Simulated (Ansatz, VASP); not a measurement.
**Two plane-wave programs on SiC**

```
Si C
1.0
     0.00000   -2.16441   -2.31592
     0.00000    2.16441   -2.31592
     4.32882    0.00000    0.00000
Si C
2 2
Direct
  0.51386 0.51386 0.50000
  0.98614 0.98614 0.00000
  0.00938 0.49062 0.25000
  0.49062 0.00938 0.75000
```

Change from the starting cell: mode 4 frozen in at -0.060 Å, normal strain along y +0.0700.

Alike in both runs: task single point; functional LDA; k mesh 10 × 10 × 6; occupations gaussian, width 0.05 eV; no spin polarisation.

|  | VASP | Ansatz |
| --- | --- | --- |
| version | VASP 6.6.1 | Ansatz 0.2.0 |
| potentials or method | VASP PAW LDA potentials, release 64 (Si, C), cutoff 600 eV | scalar-relativistic, plane waves, PAW |
| valence electrons in the cell | 16 | 16 |

|  | VASP | Ansatz | Ansatz less VASP |
| --- | --- | --- | --- |
| gap on the k mesh at the Fermi level (eV) | 0.96 | 0.97 | +0.012 |
| least direct gap on the mesh (eV) | 0.98 | 0.99 | +0.012 |
| pressure (GPa) | -13.7 | -13.9 | -0.22 |
| traceless stress, the component that is largest in VASP (GPa) | -13.22 | -13.22 | -0.003 |
| rms of the force components (eV/Å) | 0.348 | 0.349 | +0.0001 |

Ansatz warns that its potentials were made for another functional, while VASP's fit it. LDA's correlation is that of Perdew and Zunger in VASP and of Perdew and Wang (1992) in Ansatz. Atom by atom the forces differ by 0.001 eV/Å (rms over components).
